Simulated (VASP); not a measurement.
Here is a VASP 6.6.1 calculation.

INCAR

```
PREC     = Accurate       # precision mode
ENCUT    = 520            # plane-wave cutoff, eV
EDIFF    = 1E-7           # SCF threshold, eV
ISMEAR   = -1             # smearing method
SIGMA    = 0.08           # smearing width, eV
LREAL    = F              # projectors in reciprocal space
LASPH    = T              # aspherical terms in the spheres
NELM     = 60             # most SCF steps
ALGO     = Normal         # electronic algorithm
ISIF     = 2              # what is computed and relaxed
LWAVE    = F              # write WAVECAR
LCHARG   = F              # write CHGCAR
GGA      = PE             # functional
NBANDS   = 17             # bands
```

Contents of KPOINTS:

```
Automatic mesh
0
Gamma
  14 14 14
  0.5 0.5 0.5
```

File POSCAR:

```
SnSe
1.0
    3.2987590504      0.0000000000      0.0000000000
    0.0000000000      3.2987590504      0.0000000000
    0.0000000000      0.0000000000      3.2987590504
Sn Se
1 1
Direct
    0.0000000000      0.0000000000      0.0000000000
    0.5000000000      0.5000000000      0.5000000000
```

Potentials or basis: VASP PAW PBE potentials, release 64 (Sn_d, Se).

Command:

```sh
$ cat potpaw_PBE.64/Sn_d/POTCAR potpaw_PBE.64/Se/POTCAR > POTCAR
$ mpirun -np 1 vasp_std > vasp.out
```

Q: Predict the band gap on the k mesh.

A: Zero (bands 10 and 11 overlap by 3.46 eV).

Q: What does it give for the pressure?

A: 33.4 GPa.

Caveat: the cell stands under pressure; spin-orbit coupling is left out, which moves the levels of the heavy elements.
